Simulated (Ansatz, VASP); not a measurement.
**HfO2 in VASP and in Ansatz**

File INCAR:

```
ALGO = Normal ; EDIFF = 1E-6
ENCUT = 520 ; GGA = PS
ISIF = 2 ; ISMEAR = 0
LASPH = T ; LCHARG = F
LREAL = F ; LWAVE = F
NBANDS = 56 ; NELM = 60
PREC = Accurate ; SIGMA = 0.01
```

KPOINTS

```
k-points
0
Gamma
  6 6 6
```

File POSCAR:

```
HfO2
1.0
    5.2194633600      0.0000000000      0.0000000000
    0.0000000000      5.0047636900      0.0000000000
    0.0000000000      0.0000000000      5.0326850500
Hf O
4 8
Direct
    0.0231087816      0.2625060343      0.2313326493
    0.4768912189      0.2625060343      0.7313326493
    0.5231087816      0.7374939647      0.2313326493
    0.9768912189      0.7374939647      0.7313326493
    0.3485244017      0.0677133474      0.3844642693
    0.1514755988      0.0677133474      0.8844642693
    0.7547869005      0.4544289326      0.4972030813
    0.7452131000      0.4544289326      0.9972030813
    0.2452131000      0.5455710694      0.9972030813
    0.2547868975      0.5455710694      0.4972030813
    0.8485244017      0.9322866516      0.3844642693
    0.6514755988      0.9322866516      0.8844642693
```

Input for Ansatz:

```yaml
crystal:
  lattice:
    - [5.21946336, 0.0, 0.0]
    - [0.0, 5.00476369, 0.0]
    - [0.0, 0.0, 5.03268505]
  atoms:
    - { symbol: Hf, position: [0.0231087816, 0.2625060343, 0.2313326493] }
    - { symbol: Hf, position: [0.4768912189, 0.2625060343, 0.7313326493] }
    - { symbol: Hf, position: [0.5231087816, 0.7374939647, 0.2313326493] }
    - { symbol: Hf, position: [0.9768912189, 0.7374939647, 0.7313326493] }
    - { symbol: O, position: [0.3485244017, 0.0677133474, 0.3844642693] }
    - { symbol: O, position: [0.1514755988, 0.0677133474, 0.8844642693] }
    - { symbol: O, position: [0.7547869005, 0.4544289326, 0.4972030813] }
    - { symbol: O, position: [0.7452131, 0.4544289326, 0.9972030813] }
    - { symbol: O, position: [0.2452131, 0.5455710694, 0.9972030813] }
    - { symbol: O, position: [0.2547868975, 0.5455710694, 0.4972030813] }
    - { symbol: O, position: [0.8485244017, 0.9322866516, 0.3844642693] }
    - { symbol: O, position: [0.6514755988, 0.9322866516, 0.8844642693] }
basis:
  ecutwfc: 420
  xc_grid: 2
kpoints:
  mp_grid: { grid: [6, 6, 6] }
hamiltonian:
  xc: pbesol
  pseudopotentials: { kind: paw, azcp: { folder: soft_1 } }
scf:
  occupations: { method: fixed }
output:
  forces: true
  stress: true
  eigenvalues: true
  polarization: {}
```

Change from the starting cell: polar distortion scaled by 0.70.

Alike in both runs: task single point; functional PBEsol; k mesh 6 × 6 × 6; no spin polarisation.

```csv
,VASP,Ansatz
version,VASP 6.6.1,Ansatz 0.2.0
potentials or method,"VASP PAW PBE potentials, release 64 (Hf_pv, O), cutoff 520 eV","scalar-relativistic, plane waves, PAW"
occupations,"gaussian, width 0.01 eV",fixed
valence electrons in the cell,88,152
```

```csv
,VASP,Ansatz,Ansatz less VASP
gap on the k mesh at the Fermi level (eV),4.13,4.18,+0.049
least direct gap on the mesh (eV),4.64,4.66,+0.025
pressure (GPa),-0.6,2.8,+3.38
"traceless stress, the component that is largest in VASP (GPa)",-2.95,-2.78,+0.168
rms of the force components (eV/Å),0.433,0.444,+0.0110
```

VASP's potentials were made for PBE, not for PBEsol, and Ansatz warns of the same on its side. Atom by atom the forces differ by 0.023 eV/Å (rms over components). VASP's potentials hold 88 valence electrons a cell and Ansatz's 152, so a difference there can come from the potentials and not from the codes.

Spin-orbit coupling is off throughout.
